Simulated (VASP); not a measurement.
Here is a VASP 6.6.1 calculation.

The input INCAR:

```
SYSTEM = Bi
PREC = Accurate
ENCUT = 520
EDIFF = 1E-8
ISMEAR = -1
SIGMA = 0.03
LREAL = .FALSE.
LASPH = .TRUE.
NELM = 60
ALGO = Normal
ISIF = 2
LWAVE = .FALSE.
LCHARG = .FALSE.
LEFG = .TRUE.
NBANDS = 22
```

File KPOINTS:

```
regular mesh
0
G
  11 11 11
  0 0 0
```

Contents of POSCAR:

```
Bi
1.0
    2.3175796175      1.3380552160      4.0315490999
   -2.3175796175      1.3380552160      4.0315490999
    0.0000000000     -2.6761104319      4.0315490999
Bi
2
Direct
    0.2338900000      0.2338900000      0.2338900000
    0.7661100000      0.7661100000      0.7661100000
```

Potentials or basis: VASP PAW LDA potentials, release 64 (Bi_d).

The run is started by

```bash
$ cat potpaw_LDA.64/Bi_d/POTCAR > POTCAR
$ mpirun -np 1 vasp_std > vasp.out
```

(1) Estimate the band gap on the k mesh.

(2) Predict the largest force.

(3) Estimate the pressure.

Answers

(1) zero (bands 15 and 16 overlap by 0.04 eV).

(2) 0.181 eV/Å.

(3) -4.0 GPa.

Caveat: the cell stands under tension; without QUAD_EFG the Cq values of the log hold for a quadrupole moment of 1 mb, not for the nuclei; spin-orbit coupling is left out, which moves the levels of the heavy elements.
